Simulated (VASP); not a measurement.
# CoO (R-3m) in VASP: notebook, part 2 of 2

VASP 6.6.1. The steps go on from the part before.

## 4. Single point, PBE+U, collinear spin, ferromagnetic start

File INCAR:

```
SYSTEM = CoO
PREC = Accurate
ENCUT = 520
EDIFF = 1E-6
ISMEAR = -1
SIGMA = 0.1
LREAL = .FALSE.
LASPH = .TRUE.
NELM = 150
ALGO = Normal
ISIF = 2
LWAVE = .FALSE.
LCHARG = .FALSE.
ISPIN = 2
MAGMOM = 3.2 0
LORBIT = 11
LMAXMIX = 4
LDAU = .TRUE.
LDAUTYPE = 2
LDAUL = 2 -1
LDAUU = 5 0
LDAUJ = 0 0
LDAUPRINT = 1
GGA = PE
NBANDS = 18
```

File KPOINTS:

```
Automatic mesh
0
G
  13 13 13
  0 0 0
```

File POSCAR:

```
CoO
1.0
    2.9958570000      0.0000000000      0.0000000000
    1.4828088117      2.6031590793      0.0000000000
    1.4828088117      0.8618609611      2.4563454309
Co O
1 1
Direct
    0.0000000000      0.0000000000      0.0000000000
    0.5000000000      0.5000000000      0.5000000000
```

Potentials or basis: VASP PAW PBE potentials, release 64 (Co, O).

On the command line:

```sh
cat potpaw_PBE.64/Co/POTCAR potpaw_PBE.64/O/POTCAR > POTCAR
mpirun -np 1 vasp_std > vasp.out
```

OUTCAR:

```text
SYSTEM = CoO
   PREC = Accurate
   ENCUT = 520
   EDIFF = 1E-6
   ISMEAR = -1
   LREAL = .FALSE.
   LASPH = .TRUE.
   NELM = 150
   ISIF = 2
   ISPIN = 2
   LORBIT = 11
   GGA = PE

 ion  position               nearest neighbor table
   1  0.000  0.000  0.000-   2 2.12   2 2.12   2 2.12   2 2.12   2 2.12   2 2.12
   2  0.500  0.500  0.500-   1 2.12   1 2.12   1 2.12   1 2.12   1 2.12   1 2.12

  LATTYP: Found a trigonal (rhomboedric) cell.
 ALAT       =     2.9958570000
 COS(alpha) =     0.4949531342

  Lattice vectors:

 A1 = (   2.9958570000,   0.0000000000,   0.0000000000)
 A2 = (   1.4828088117,   2.6031590793,   0.0000000000)
 A3 = (   1.4828088117,   0.8618609611,   2.4563454309)

Analysis of symmetry for initial positions (statically):
=====================================================================
 Subroutine PRICEL returns:
 Original cell was already a primitive cell.

 Routine SETGRP: Setting up the symmetry group for a
 trigonal (rhombohedral) supercell.

 Subroutine GETGRP returns: Found 12 space group operations
 (whereof 12 operations were pure point group operations)
 out of a pool of 12 trial point group operations.

The static configuration has the point symmetry D_3d.

Analysis of symmetry for dynamics (positions and initial velocities):
=====================================================================
 Subroutine PRICEL returns:
 Original cell was already a primitive cell.

 Routine SETGRP: Setting up the symmetry group for a
 trigonal (rhombohedral) supercell.

 Subroutine GETGRP returns: Found 12 space group operations
 (whereof 12 operations were pure point group operations)
 out of a pool of 12 trial point group operations.

The dynamic configuration has the point symmetry D_3d.

Analysis of structural, dynamic, and magnetic symmetry:
=====================================================================
 Subroutine PRICEL returns:
 Original cell was already a primitive cell.

 Routine SETGRP: Setting up the symmetry group for a
 trigonal (rhombohedral) supercell.

 Subroutine GETGRP returns: Found 12 space group operations
 (whereof 12 operations were pure point group operations)
 out of a pool of 12 trial point group operations.

The overall configuration has the point symmetry D_3d.

 Subroutine INISYM returns: Found 12 space group operations
 (whereof 12 operations are pure point group operations),
 and found     1 'primitive' translations

----------------------------------------------------------------------------------------

                                     Primitive cell

  volume of cell :      19.1563

  direct lattice vectors                    reciprocal lattice vectors
[... 109 lines left out ...]
  Fermi-wavevector in a.u.,A,eV,Ry     =   1.508927  2.851458 30.978562  2.276860
  Thomas-Fermi vector in A             =   2.619317
   LORBIT       =     11    0 simple, 1 ext, 2 COOP (PROOUT), +10 PAW based schemes
 LDA+U is selected, type is set to LDAUTYPE =  2
   angular momentum for each species LDAUL =     2   -1
   U (eV)           for each species LDAUU =   5.0  0.0
   J (eV)           for each species LDAUJ =   0.0  0.0
   GGA     = PE    functional components
   LHFCALC =     F    Hartree Fock is set to
   AEXX    =    0.0000 exact exchange contribution
   IVDW    =     0    specifies the selected vdW correction
   LEPSILON=     F    determine dielectric tensor
   LRPA    =     F    only Hartree local field effects (RPA)
 spin polarized calculation
  energy-cutoff  :      520.00
  volume of cell :       19.16
 maximum number of plane-waves:       533
   NGX = 11   NGY = 11   NGZ = 11

atom =   1  type =  1  l = 2

 onsite density matrix

spin component  1

  0.9891 -0.0006  0.0004 -0.0224 -0.0004
 -0.0006  1.0053  0.0002 -0.0004 -0.0220
  0.0004  0.0002  0.9743  0.0004  0.0002
 -0.0224 -0.0004  0.0004  1.0049 -0.0002
 -0.0004 -0.0220  0.0002 -0.0002  0.9895

spin component  2

  0.5858  0.0691 -0.0541  0.3138  0.1813
  0.0691  0.3611 -0.0870  0.0039  0.2363
 -0.0541 -0.0870  0.5362 -0.1496 -0.0308
  0.3138  0.0039 -0.1496  0.3656  0.0643
  0.1813  0.2363 -0.0308  0.0643  0.3707

 occupancies and eigenvectors

  o =  0.1100  v =  0.0000  0.0000  0.0000  0.0000  0.0000 -0.1408 -0.6735 -0.1288 -0.0710  0.7106      0.0000  0.0000  0.0000  0.0000  0.0000  0.0000  0.0000  0.0000  0.0000  0.0000
  o =  0.1100  v =  0.0000  0.0000  0.0000  0.0000  0.0000  0.5510 -0.1110 -0.2364 -0.7839 -0.1172      0.0000  0.0000  0.0000  0.0000  0.0000  0.0000  0.0000  0.0000  0.0000  0.0000
  o =  0.5163  v =  0.0000  0.0000  0.0000  0.0000  0.0000  0.1459  0.3422  0.7635 -0.2460  0.4671      0.0000  0.0000  0.0000  0.0000  0.0000  0.0000  0.0000  0.0000  0.0000  0.0000
  o =  0.5163  v =  0.0000  0.0000  0.0000  0.0000  0.0000 -0.4576  0.5842 -0.4848 -0.3096  0.3441      0.0000  0.0000  0.0000  0.0000  0.0000  0.0000  0.0000  0.0000  0.0000  0.0000
  o =  0.9668  v =  0.0000  0.0000  0.0000  0.0000  0.0000  0.6678  0.2751 -0.3311  0.4734  0.3804      0.0000  0.0000  0.0000  0.0000  0.0000  0.0000  0.0000  0.0000  0.0000  0.0000
  o =  0.9726  v = -0.6678 -0.2751  0.3311 -0.4734 -0.3804  0.0000  0.0000  0.0000  0.0000  0.0000      0.0000  0.0000  0.0000  0.0000  0.0000  0.0000  0.0000  0.0000  0.0000  0.0000
  o =  0.9745  v = -0.0237  0.3511  0.7908 -0.0198  0.5005  0.0000  0.0000  0.0000  0.0000  0.0000      0.0000  0.0000  0.0000  0.0000  0.0000  0.0000  0.0000  0.0000  0.0000  0.0000
  o =  0.9745  v =  0.4680 -0.3641  0.5148  0.3316 -0.5228  0.0000  0.0000  0.0000  0.0000  0.0000      0.0000  0.0000  0.0000  0.0000  0.0000  0.0000  0.0000  0.0000  0.0000  0.0000
  o =  1.0208  v = -0.0057  0.8176  0.0012 -0.0037 -0.5757  0.0000  0.0000  0.0000  0.0000  0.0000      0.0000  0.0000  0.0000  0.0000  0.0000  0.0000  0.0000  0.0000  0.0000  0.0000
  o =  1.0208  v =  0.5783 -0.0006 -0.0020 -0.8158 -0.0013  0.0000  0.0000  0.0000  0.0000  0.0000      0.0000  0.0000  0.0000  0.0000  0.0000  0.0000  0.0000  0.0000  0.0000  0.0000

 number of electron      15.0000005 magnetization       3.0001750

 Free energy of the ion-electron system (eV)
  ---------------------------------------------------
  ext. energy  EPLUGINS =         0.00000000
  ---------------------------------------------------
  free energy    TOTEN  =       -10.84380766 eV

  energy without entropy =      -10.78996819  energy(sigma->0) =      -10.81688792

 E-fermi :   7.8029     XC(G=0): -12.4201

 val. band max:        7.8009890177   @ k =  -0.3846  -0.3846   0.3077
 cond. band min:       7.8058671772   @ k =   0.4615   0.3077   0.3077
 fundamental gap:      0.0048781594
 Fermi energy:         7.8029491874

 spin component 1

 k-point     1 :       0.0000    0.0000    0.0000
  band No.  band energies     occupation
      1     -12.0003      1.00000
      2       1.9703      1.00000
      3       1.9703      1.00000
      4       2.2968      1.00000
      5       2.2968      1.00000
      6       2.9828      1.00000
[... 1001 lines left out ...]
     17      35.4050      0.00000
     18      37.2102      0.00000

 [... further k-points ...]
[... 5 lines left out ...]
  --------------------------------------------------------------------------------------
  -------------------------------------------------------------------------------------
  Total        0.1755555      0.2104962      0.2193643     -0.0306703     -0.0126373     -0.0217421
  in kB       14.6829639     17.6053081     18.3470117     -2.5651745     -1.0569457     -1.8184468
  external PRESSURE =      16.8784279 kB  Pullay stress =       0.0000000 kB

 VOLUME and BASIS-vectors are now :
 -----------------------------------------------------------------------------
  energy-cutoff  :      520.00
  volume of cell :       19.16
      direct lattice vectors                 reciprocal lattice vectors
     2.995857000  0.000000000  0.000000000     0.333794303 -0.190135570 -0.134786706
     1.482808812  2.603159079  0.000000000     0.000000000  0.384148632 -0.134786706
     1.482808812  0.861860961  2.456345431     0.000000000  0.000000000  0.407108865

 POSITION                                       TOTAL-FORCE (eV/Angst)
 -----------------------------------------------------------------------------------
      0.00000      0.00000      0.00000         0.000000      0.000000      0.000000
      2.98074      1.73251      1.22817        -0.000000     -0.000000      0.000000
 -----------------------------------------------------------------------------------
    total drift:                               -0.000000      0.000000     -0.000000

  FREE ENERGIE OF THE ION-ELECTRON SYSTEM (eV)
  ---------------------------------------------------
  free  energy   TOTEN  =       -10.8438076586 eV

  energy  without entropy=      -10.7899681892  energy(sigma->0) =      -10.81688792

 total charge

# of ion       s       p       d       tot
------------------------------------------
    1        0.302   0.372   7.157   7.831
    2        1.552   3.460   0.000   5.012
--------------------------------------------------
tot          1.854   3.832   7.157  12.843

 magnetization (x)

# of ion       s       p       d       tot
------------------------------------------
    1        0.021   0.017   2.741   2.778
    2        0.020   0.200   0.000   0.220
--------------------------------------------------
tot          0.040   0.217   2.741   2.998
```

OSZICAR:

```text
N       E                     dE             d eps       ncg     rms          rms(c)
DAV:   1     0.835450530231E+02    0.83545E+02   -0.68596E+03 17328   0.979E+02
DAV:   2    -0.702870255673E+01   -0.90574E+02   -0.78244E+02 17658   0.224E+02
DAV:   3    -0.123087178337E+02   -0.52800E+01   -0.51961E+01 19110   0.584E+01
[... 11 lines left out ...]
DAV:  15    -0.108435483379E+02   -0.23038E-02   -0.15097E-02 20790   0.838E-01    0.805E-02
DAV:  16    -0.108436803204E+02   -0.13198E-03   -0.63708E-04 23290   0.221E-01    0.399E-02
DAV:  17    -0.108437773592E+02   -0.97039E-04   -0.38927E-04 21358   0.153E-01    0.198E-02
DAV:  18    -0.108438068749E+02   -0.29516E-04   -0.26549E-04 21054   0.980E-02    0.653E-03
DAV:  19    -0.108438076586E+02   -0.78371E-06   -0.43459E-06 19704   0.213E-02
   1 F= -.10843808E+02 E0= -.10816888E+02  d E =-.538395E-01  mag=     2.9998
```

stdout:

```text
POSCAR found type information on POSCAR CoO
 POSCAR found :  2 types and       2 ions
 scaLAPACK will be used
 LDA part: xc-table for (Slater+PW92), standard interpolation
 POSCAR, INCAR and KPOINTS ok, starting setup
 FFT: planning ... GRIDC
 FFT: planning ... GRID_SOFT
 FFT: planning ... GRID
 WAVECAR not read
 entering main loop
```

Wall time 86 s (1 thread of Intel Xeon Platinum 8559C (Emerald Rapids), shared host); peak memory 0.24 GiB.

What came out:

- Free energy: -10.8438 eV
- Pressure: 1.7 GPa
- Band gap on the k mesh: zero (filled and empty bands overlap)
- Net moment: 3.00 μB per cell
- Site moments: Co +2.78; O +0.22 μB
- Valence electrons inside the program's atomic spheres: Co 7.83; O 5.01

Levels at points of the mesh, in eV from the Fermi level:
Spin up:
```tsv
k point	band 6	band 7	band 8	band 9	band 10	band 11	band 12	band 13
(0.00, 0.00, 0.00)	-4.82	-2.67	-2.67	-2.60	1.36	16.80	16.80	17.17
```
Spin down:
```csv
k point,band 4,band 5,band 6,band 7,band 8,band 9
"(0.00, 0.00, 0.00)",-2.24,-2.18,-0.93,-0.93,1.89,2.19
```

Eigenvalues of the final occupation matrices:
```tsv
site	spin	trace	eigenvalues
site 1 d	1	4.96	0.97 0.97 0.97 1.02 1.02
site 1 d	2	2.22	0.11 0.11 0.52 0.52 0.97
```

Caveat: a cell with one magnetic atom can't hold antiferromagnetic order, which such compounds often take. The state reached can hang on the start; a lower one may exist.

## 5. Single point, PBE+U, collinear spin, ferromagnetic start

File INCAR:

```
SYSTEM = CoO
PREC     = Accurate       ! precision mode
ENCUT    = 520            ! plane-wave cutoff, eV
EDIFF    = 1E-6           ! SCF threshold, eV
ISMEAR   = -1             ! smearing method
SIGMA    = 0.1            ! smearing width, eV
LREAL    = .False.        ! projectors in reciprocal space
LASPH    = .True.         ! aspherical terms in the spheres
NELM     = 150            ! most SCF steps
ALGO     = Normal         ! electronic algorithm
ISIF     = 2              ! what is computed and relaxed
LWAVE    = .False.        ! write WAVECAR
LCHARG   = .False.        ! write CHGCAR
ISPIN    = 2              ! spin polarisation
MAGMOM   = 3.2 0          ! initial moments
LORBIT   = 11             ! projections on sites
LMAXMIX  = 4              ! l up to which the mixer works
LDAU     = .True.         ! DFT+U
LDAUTYPE = 2            
LDAUL    = 2 -1           ! shell
LDAUU    = 7 0            ! U, eV
LDAUJ    = 0 0          
LDAUPRINT= 1            
GGA      = PE             ! functional
NBANDS   = 18             ! bands
```

File KPOINTS:

```
Automatic mesh
0
Gamma
  13 13 13
  0 0 0
```

POSCAR is that of step 4.

On the command line:

```sh
cat potpaw_PBE.64/Co/POTCAR potpaw_PBE.64/O/POTCAR > POTCAR
mpirun -np 1 vasp_std > vasp.out
```

Wall time 99 s (1 thread of Intel Xeon Platinum 8559C (Emerald Rapids), shared host); peak memory 0.24 GiB.

It converged, with:

```
Free energy                                           : -10.1256 eV
Pressure                                              : 0.7 GPa
Band gap on the k mesh                                : zero (filled and empty bands overlap)
Net moment                                            : 3.00 μB per cell
Site moments                                          : Co +2.83; O +0.19 μB
Valence electrons inside the program's atomic spheres : Co 7.86; O 5.02
```

Stress tensor (GPa, compression positive):
```
 0.59 -0.10 -0.07
-0.10  0.70 -0.04
-0.07 -0.04  0.72
```

Levels at points of the mesh, in eV from the Fermi level:
Spin up:
```csv
k point,band 6,band 7,band 8,band 9,band 10,band 11,band 12,band 13
"(0.00, 0.00, 0.00)",-5.79,-2.58,-2.58,-2.52,1.41,16.10,16.10,16.51
```
Spin down:
| k point | band 2 | band 3 | band 4 | band 5 | band 6 | band 7 | band 8 | band 9 | band 10 | band 11 |
| --- | --- | --- | --- | --- | --- | --- | --- | --- | --- | --- |
| (0.00, 0.00, 0.00) | -4.34 | -2.21 | -2.21 | -2.14 | -0.95 | -0.95 | 1.94 | 3.08 | 3.08 | 16.88 |

Eigenvalues of the final occupation matrices:
```tsv
site	spin	trace	eigenvalues
site 1 d	1	5.01	0.98 0.98 0.98 1.03 1.03
site 1 d	2	2.21	0.09 0.09 0.53 0.53 0.98
```

Caveat: a cell with one magnetic atom can't hold antiferromagnetic order, which such compounds often take.

## 6. The runs side by side

```csv
U,gap on the mesh (eV),pressure (GPa),moment (μB)
Co d U = 1.0 eV,none,0.2,2.92
Co d U = 3.0 eV,none,0.5,2.97
Co d U = 5.0 eV,none,1.7,3.00
Co d U = 7.0 eV,none,0.7,3.00
```

Alike in all rows: task single point; level PBE+U; potentials or basis VASP PAW PBE potentials, release 64 (Co, O); spin collinear, ferromagnetic start; cell as given; k mesh 13 × 13 × 13; cutoff (eV) 520; smearing fermi-dirac 0.1 eV.

Every run on the cell as given and a fine mesh finds a metal.

Caveats: a cell with one magnetic atom can't hold antiferromagnetic order, which such compounds often take.

Absolute energies hang on the potentials; compare differences alone.
